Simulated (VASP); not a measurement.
# LiF (Griceite) in VASP: further runs

The runs below take LiF (Griceite) through single point, with PBE, LDA.

All numbers are computed with VASP 6.6.1; they aren't measurements. Logs are shortened: lines on timing, memory, paths and dates and some standing lists are left out, and cuts for length are marked.

## (1) The cell of the first run

The typed cell holds 2 atoms: a = 2.848 Å, b = 2.848 Å, c = 2.848 Å, α = 60.00°, β = 60.00°, γ = 60.00°.

## (2) Single point, PBE (atoms moved at random)

INCAR

```
ALGO = Normal
EDIFF = 1E-6
ENCUT = 520
GGA = PE
ISIF = 2
ISMEAR = -1
LASPH = True
LCHARG = False
LREAL = False
LWAVE = False
NBANDS = 12
NELM = 100
PREC = Accurate
SIGMA = 0.05
```

KPOINTS

```
k-points
0
Gamma
  11 11 11
```

POSCAR

```
LiF
1.0
    0.0000000000      2.0140000000      2.0140000000
    2.0140000000      0.0000000000      2.0140000000
    2.0140000000      2.0140000000      0.0000000000
F Li
1 1
Direct
    0.5146860000      0.4798640000      0.5202120000
    0.0101770000     -0.0006530000      0.0105960000
```

Potentials or basis: VASP PAW PBE potentials, release 64 (F, Li_sv).

Command:

```bash
cat potpaw_PBE.64/F/POTCAR potpaw_PBE.64/Li_sv/POTCAR > POTCAR
mpirun -np 1 vasp_std > vasp.out
```

OUTCAR:

```text
EDIFF = 1E-6
   ENCUT = 520
   GGA = PE
   ISIF = 2
   ISMEAR = -1
   LASPH = True
   LREAL = False
   NELM = 100
   PREC = Accurate

 ion  position               nearest neighbor table
   1  0.515  0.480  0.520-   2 1.98   2 1.99   2 1.99   2 2.03   2 2.04   2 2.04
   2  0.010  0.999  0.011-   1 1.98   1 1.99   1 1.99   1 2.03   1 2.04   1 2.04

  LATTYP: Found a face centered cubic cell.
 ALAT       =     4.0280000000

  Lattice vectors:

 A1 = (   0.0000000000,   2.0140000000,   2.0140000000)
 A2 = (   2.0140000000,   0.0000000000,   2.0140000000)
 A3 = (   2.0140000000,   2.0140000000,   0.0000000000)

Analysis of symmetry for initial positions (statically):
=====================================================================
 Subroutine PRICEL returns:
 Original cell was already a primitive cell.

 Routine SETGRP: Setting up the symmetry group for a
 face centered cubic supercell.

 Subroutine GETGRP returns: Found  1 space group operations
 (whereof  1 operations were pure point group operations)
 out of a pool of 48 trial point group operations.

The static configuration has the point symmetry C_1 .

Analysis of symmetry for dynamics (positions and initial velocities):
=====================================================================
 Subroutine PRICEL returns:
 Original cell was already a primitive cell.

 Routine SETGRP: Setting up the symmetry group for a
 face centered cubic supercell.

 Subroutine GETGRP returns: Found  1 space group operations
 (whereof  1 operations were pure point group operations)
 out of a pool of 48 trial point group operations.

The dynamic configuration has the point symmetry C_1 .

 Subroutine INISYM returns: Found  1 space group operations
 (whereof  1 operations are pure point group operations),
 and found     1 'primitive' translations

----------------------------------------------------------------------------------------

                                     Primitive cell

  volume of cell :      16.3384

  direct lattice vectors                    reciprocal lattice vectors
     0.000000000  2.014000000  2.014000000    -0.248262165  0.248262165  0.248262165
     2.014000000  0.000000000  2.014000000     0.248262165 -0.248262165  0.248262165
     2.014000000  2.014000000  0.000000000     0.248262165  0.248262165 -0.248262165

  length of vectors
     2.848226115  2.848226115  2.848226115     0.430002683  0.430002683  0.430002683

  position of ions in fractional coordinates (direct lattice)
     0.514686000  0.479864000  0.520212000
     0.010177000  0.999347000  0.010596000

  ion indices of the primitive-cell ions
   primitive index   ion index
                 1           1
                 2           2

----------------------------------------------------------------------------------------

 KPOINTS: k-points

Automatic generation of k-mesh.
 Grid dimensions read from file:
 generate k-points for:   11   11   11

 Generating k-lattice:

  Cartesian coordinates                     Fractional coordinates (reciprocal lattice)
    -0.022569288  0.022569288  0.022569288     0.090909091  0.000000000  0.000000000
     0.022569288 -0.022569288  0.022569288     0.000000000  0.090909091  0.000000000
     0.022569288  0.022569288 -0.022569288     0.000000000  0.000000000  0.090909091

  Length of vectors
     0.039091153  0.039091153  0.039091153

  Shift w.r.t. Gamma in fractional coordinates (k-lattice)
     0.000000000  0.000000000  0.000000000

 Subroutine IBZKPT returns following result:
 ===========================================

 Found    666 irreducible k-points:

 Following reciprocal coordinates:
            Coordinates               Weight
  0.000000  0.000000  0.000000      1.000000
  0.090909  0.000000  0.000000      2.000000
  0.000000  0.090909  0.000000      2.000000
  0.000000  0.000000  0.090909      2.000000
  0.090909  0.090909  0.090909      2.000000
  0.181818  0.000000  0.000000      2.000000
[... 16 lines left out ...]
  0.000000  0.090909  0.090909      2.000000
  0.090909  0.000000  0.090909      2.000000
 [... further k-points ...]
   k-points           NKPTS =    666   k-points in BZ     NKDIM =    666   number of bands    NBANDS=     12
   number of dos      NEDOS =    301   number of ions     NIONS =      2
   total plane-waves  NPLWV =  13824
   dimension x,y,z NGX =    24 NGY =   24 NGZ =   24
   dimension x,y,z NGXF=    48 NGYF=   48 NGZF=   48
   ions per type =               1   1
   NGX,Y,Z   is equivalent  to a cutoff of  14.01, 14.01, 14.01 a.u.
   NGXF,Y,Z  is equivalent  to a cutoff of  28.02, 28.02, 28.02 a.u.
 SYSTEM =  unknown system
   PREC   = accura    normal or accurate (medium, high low for compatibility)
   ISTART =      0    job   : 0-new  1-cont  2-samecut
   ICHARG =      2    charge: 1-file 2-atom 10-const
   ISPIN  =      1    spin polarized calculation?
   LNONCOLLINEAR =      F non collinear calculations
   LSORBIT =      F    spin-orbit coupling
   LASPH  =      T    aspherical Exc in radial PAW
   ENCUT  =  520.0 eV  38.22 Ry    6.18 a.u.   5.30  5.30  5.30*2*pi/ulx,y,z
   NELM   =    100;   NELMIN=  2; NELMDL= -5     # of ELM steps
   EDIFF  = 0.1E-05   stopping-criterion for ELM
   LREAL  =      F    real-space projection
   EDIFFG = 0.1E-04   stopping-criterion for IOM
   NSW    =      0    number of steps for IOM
   IBRION =     -1    ionic relax: 0-MD 1-quasi-New 2-CG
   NFREE  =      0    steps in history (QN), initial steepest desc. (CG)
   ISIF   =      2    stress and relaxation
   ISYM   =      2    0-nonsym 1-usesym 2-fastsym
   POTIM  = 0.5000    time-step for ionic-motion
   TEBEG  =    0.0;   TEEND  =   0.0 temperature during run
   PSTRESS=    0.0 pullay stress
   NELECT =      10.0000    total number of electrons
   NUPDOWN=      -1.0000    fix difference up-down
   EMIN   =  10.00;   EMAX   =-10.00  energy-range for DOS
   EFERMI =   0.00;   METHOD = LEGACY
   ISMEAR =    -1;   SIGMA  =   0.05  broadening in eV -4-tet -1-fermi 0-gaus
   EFERMI_NEDOS =   21; number of points for ismear=-14 and -15
   IALGO  =     38    algorithm
   IMIX   =      4    mixing-type and parameters
     AMIX     =   0.40;   BMIX     =  1.00
     AMIX_MAG =   1.60;   BMIX_MAG =  1.00
  volume/ion in A,a.u.               =       8.17        55.13
  Fermi-wavevector in a.u.,A,eV,Ry     =   1.389970  2.626662 26.286674  1.932016
  Thomas-Fermi vector in A             =   2.513950
   LORBIT       =      0    0 simple, 1 ext, 2 COOP (PROOUT), +10 PAW based schemes
   GGA     = PE    functional components
   LHFCALC =     F    Hartree Fock is set to
   AEXX    =    0.0000 exact exchange contribution
   IVDW    =     0    specifies the selected vdW correction
   LEPSILON=     F    determine dielectric tensor
   LRPA    =     F    only Hartree local field effects (RPA)
 non-spin polarized calculation
  energy-cutoff  :      520.00
  volume of cell :       16.34
 maximum number of plane-waves:       459
 NGX is ok and might be reduce to    24
   NGX = 11   NGY = 11   NGZ = 11

 number of electron      10.0000000 magnetization

 number of electron       9.9999999 magnetization

 Free energy of the ion-electron system (eV)
  ---------------------------------------------------
  ext. energy  EPLUGINS =         0.00000000
  ---------------------------------------------------
  free energy    TOTEN  =        -9.63580017 eV

  energy without entropy =       -9.63580017  energy(sigma->0) =       -9.63580017

 E-fermi :   0.1623     XC(G=0):  -9.9815

 val. band max:       -1.0174214372   @ k =   0.0000   0.0000   0.0000
 cond. band min:       8.0652176487   @ k =   0.0000   0.0000   0.0000
 fundamental gap:      9.0826390858
 Fermi energy:         0.1622682663

 k-point     1 :       0.0000    0.0000    0.0000
  band No.  band energies     occupation
      1     -41.9372      2.00000
      2     -20.9942      2.00000
      3      -1.0220      2.00000
      4      -1.0207      2.00000
      5      -1.0174      2.00000
      6       8.0652      0.00000
      7      22.7524      0.00000
      8      22.8520      0.00000
      9      22.9103      0.00000
     10      23.3479      0.00000
     11      23.4071      0.00000
     12      23.5217      0.00000

 k-point     2 :       0.0909    0.0000    0.0000
  band No.  band energies     occupation
      1     -41.9324      2.00000
      2     -20.9612      2.00000
      3      -1.2615      2.00000
      4      -1.0401      2.00000
      5      -1.0368      2.00000
      6       8.3115      0.00000
      7      20.5183      0.00000
      8      21.8203      0.00000
      9      21.8267      0.00000
     10      24.1307      0.00000
     11      24.2529      0.00000
     12      24.4680      0.00000

 k-point     3 :       0.0000    0.0909    0.0000
  band No.  band energies     occupation
      1     -41.9325      2.00000
      2     -20.9611      2.00000
      3      -1.2580      2.00000
      4      -1.0411      2.00000
      5      -1.0398      2.00000
      6       8.3122      0.00000
      7      20.5105      0.00000
      8      21.8157      0.00000
      9      21.8262      0.00000
     10      24.2494      0.00000
     11      24.2542      0.00000
     12      24.3586      0.00000
[... 286 lines left out ...]
 k-point    23 :       0.0000    0.0909    0.0909
  band No.  band energies     occupation
      1     -41.9309      2.00000
      2     -20.9495      2.00000
      3      -1.2373      2.00000
      4      -1.1040      2.00000
      5      -1.0996      2.00000
      6       8.4093      0.00000
      7      21.1330      0.00000
      8      21.2621      0.00000
      9      21.5432      0.00000
     10      21.7902      0.00000
     11      25.7401      0.00000
     12      25.7543      0.00000

 k-point    24 :       0.0909    0.0000    0.0909
  band No.  band energies     occupation
      1     -41.9309      2.00000
      2     -20.9495      2.00000
      3      -1.2376      2.00000
      4      -1.1032      2.00000
      5      -1.1000      2.00000
      6       8.4090      0.00000
      7      21.1525      0.00000
      8      21.2581      0.00000
      9      21.5224      0.00000
     10      21.7921      0.00000
     11      25.7453      0.00000
     12      25.7552      0.00000

 [... further k-points ...]
[... 5 lines left out ...]
  --------------------------------------------------------------------------------------
  -------------------------------------------------------------------------------------
  Total        0.1724247      0.1790086      0.1805282      0.0009953      0.0015126     -0.0008580
  in kB       16.9083686     17.5540010     17.7030117      0.0975986      0.1483291     -0.0841337
  external PRESSURE =      17.3884604 kB  Pullay stress =       0.0000000 kB

 VOLUME and BASIS-vectors are now :
 -----------------------------------------------------------------------------
  energy-cutoff  :      520.00
  volume of cell :       16.34
      direct lattice vectors                 reciprocal lattice vectors
     0.000000000  2.014000000  2.014000000    -0.248262165  0.248262165  0.248262165
     2.014000000  0.000000000  2.014000000     0.248262165 -0.248262165  0.248262165
     2.014000000  2.014000000  0.000000000     0.248262165  0.248262165 -0.248262165

 POSITION                                       TOTAL-FORCE (eV/Angst)
 -----------------------------------------------------------------------------------
      2.01415      2.08428      2.00302         0.033091     -0.047780      0.050512
      2.03403      0.04184      2.03318        -0.033091      0.047780     -0.050512
 -----------------------------------------------------------------------------------
    total drift:                               -0.000041     -0.000297     -0.000174

  FREE ENERGIE OF THE ION-ELECTRON SYSTEM (eV)
  ---------------------------------------------------
  free  energy   TOTEN  =        -9.6358001699 eV

  energy  without entropy=       -9.6358001699  energy(sigma->0) =       -9.63580017
```

Run time: 35 s. Hardware: 1 thread of Intel Xeon 6975P-C (Granite Rapids), shared host; peak memory 0.23 GiB.

What came out:

* Free energy: -9.6358 eV
* Largest force: 0.077 eV/Å
* Band gap on the k mesh: 9.08 eV, direct

Forces on the atoms (eV/Å):
```
F    0.033 -0.048  0.051
Li  -0.033  0.048 -0.051
```

Caveat: the cell differs from its parent crystal (atoms moved at random); the cutoff is under 1.25 times the usual one of these potentials, so pressure, stress and relaxed cells hold a basis-set (Pulay) error. A k mesh can miss the band edges.

## (3) Single point, LDA

This run uses another cell than the first one, of 7.68 Å³/atom, 0.940 times its volume.

INCAR

```
PREC = Accurate
ENCUT = 520
EDIFF = 1E-6
ISMEAR = -1
SIGMA = 0.05
LREAL = False
LASPH = True
NELM = 60
ALGO = Normal
ISIF = 2
LWAVE = False
LCHARG = False
NBANDS = 12
```

KPOINTS

```
Automatic mesh
0
Gamma
  11 11 11
```

POSCAR

```
LiF
1.0
    0.0000000000      1.9728864230      1.9728864230
    1.9728864230      0.0000000000      1.9728864230
    1.9728864230      1.9728864230      0.0000000000
F Li
1 1
Direct
    0.5000000000      0.5000000000      0.5000000000
    0.0000000000      0.0000000000      0.0000000000
```

Potentials or basis: VASP PAW LDA potentials, release 64 (F, Li_sv).

Command:

```bash
cat potpaw_LDA.64/F/POTCAR potpaw_LDA.64/Li_sv/POTCAR > POTCAR
mpirun -np 1 vasp_std > vasp.out
```

It took 9.9 s on 1 thread of Intel Xeon Platinum 8175M at 2.50GHz (Skylake/Cascade Lake), shared host; peak memory 0.12 GiB.

Results (log left out):

- Free energy: -10.4979 eV
- Band gap on the k mesh: 9.41 eV, direct

Levels at points of the mesh, in eV from the valence-band top:
```tsv
k point	band 3	band 4	band 5	band 6	band 7	band 8
(0.00, 0.00, 0.00)	0.00	0.00	0.00	9.41	24.26	24.26
```

Caveat: the cutoff is under 1.25 times the usual one of these potentials, so pressure, stress and relaxed cells hold a basis-set (Pulay) error. A k mesh can miss the band edges.

## (4) Single point, LDA

This run uses another cell than the first one, of 7.84 Å³/atom, 0.960 times its volume.

INCAR

```
ALGO = Normal ; EDIFF = 1E-7
ENCUT = 520 ; GGA = CA
ISIF = 2 ; ISMEAR = -1
LASPH = True ; LCHARG = True
LELF = True ; LREAL = False
LVHAR = True ; LWAVE = False
NBANDS = 12 ; NELM = 60
PREC = Accurate ; SIGMA = 0.05
```

KPOINTS

```
k-points
0
Gamma
  11 11 11
```

POSCAR

```
LiF
1.0
    0.0000000000      1.9867804471      1.9867804471
    1.9867804471      0.0000000000      1.9867804471
    1.9867804471      1.9867804471      0.0000000000
F Li
1 1
Direct
    0.5000000000      0.5000000000      0.5000000000
    0.0000000000      0.0000000000      0.0000000000
```

Command:

```bash
cat potpaw_LDA.64/F/POTCAR potpaw_LDA.64/Li_sv/POTCAR > POTCAR
mpirun -np 1 vasp_std > vasp.out
```

Wall time 11 s (1 thread of Intel Xeon Platinum 8175M at 2.50GHz (Skylake/Cascade Lake), shared host); peak memory 0.12 GiB.

It converged, with:

* Free energy: -10.4922 eV
* Band gap on the k mesh: 9.21 eV, direct

Levels at points of the mesh, in eV from the valence-band top:
```tsv
k point	band 1	band 2	band 3	band 4	band 5	band 6	band 7	band 8	band 9	band 10
(0.00, 0.00, 0.00)	-39.67	-19.68	0.00	0.00	0.00	9.21	23.98	23.98	23.98	24.31
```

Caveat: the cutoff is under 1.25 times the usual one of these potentials, so pressure, stress and relaxed cells hold a basis-set (Pulay) error.

## (5) Single point, LDA

This run uses another cell than the first one, of 8.01 Å³/atom, 0.980 times its volume.

INCAR

```
SYSTEM = LiF
ALGO = Normal
EDIFF = 1E-6
ENCUT = 520
ISIF = 2
ISMEAR = -1
LASPH = .True.
LCHARG = .True.
LELF = .True.
LREAL = .False.
LVHAR = .True.
LWAVE = .False.
NBANDS = 12
NELM = 100
PREC = Accurate
SIGMA = 0.05
```

KPOINTS

```
k-points
0
Gamma
  11 11 11
  0 0 0
```

POSCAR

```
LiF
1.0
    0.0000000000      2.0004828142      2.0004828142
    2.0004828142      0.0000000000      2.0004828142
    2.0004828142      2.0004828142      0.0000000000
F Li
1 1
Direct
    0.5000000000      0.5000000000      0.5000000000
    0.0000000000      0.0000000000      0.0000000000
```

Command:

```bash
cat potpaw_LDA.64/F/POTCAR potpaw_LDA.64/Li_sv/POTCAR > POTCAR
mpirun -np 1 vasp_std > vasp.out
```

Run time: 9.4 s. Hardware: 1 thread of Intel Xeon Platinum 8175M at 2.50GHz (Skylake/Cascade Lake), shared host; peak memory 0.12 GiB.

The run converged. Its results:

* Free energy: -10.4833 eV
* Band gap on the k mesh: 9.02 eV, direct

Levels at points of the mesh, in eV from the valence-band top:
```csv
k point,band 2,band 3,band 4,band 5,band 6,band 7,band 8,band 9
"(0.00, 0.00, 0.00)",-19.62,0.00,0.00,0.00,9.02,23.72,23.72,23.72
```

Caveat: the cutoff is under 1.25 times the usual one of these potentials, so pressure, stress and relaxed cells hold a basis-set (Pulay) error.

## (6) Summary

| level | potentials or basis | cell | gap on the mesh (eV) |
| --- | --- | --- | --- |
| PBE | VASP PAW PBE potentials, release 64 (F, Li_sv) | a = 2.848 Å, angles 60.0°, 2 atoms | 9.08 |
| LDA | VASP PAW LDA potentials, release 64 (F, Li_sv) | a = 2.790 Å, angles 60.0°, 2 atoms | 9.41 |
| LDA | VASP PAW LDA potentials, release 64 (F, Li_sv) | a = 2.810 Å, angles 60.0°, 2 atoms | 9.21 |
| LDA | VASP PAW LDA potentials, release 64 (F, Li_sv) | a = 2.829 Å, angles 60.0°, 2 atoms | 9.02 |

Alike in all rows: task single point; no spin polarisation; k mesh 11 × 11 × 11; cutoff (eV) 520; smearing fermi-dirac 0.05 eV.

Caveats: the cutoff is under 1.25 times the usual one of these potentials, so pressure, stress and relaxed cells hold a basis-set (Pulay) error.

Total energies depend on the potentials used, so only differences within one code and one set of settings carry meaning.
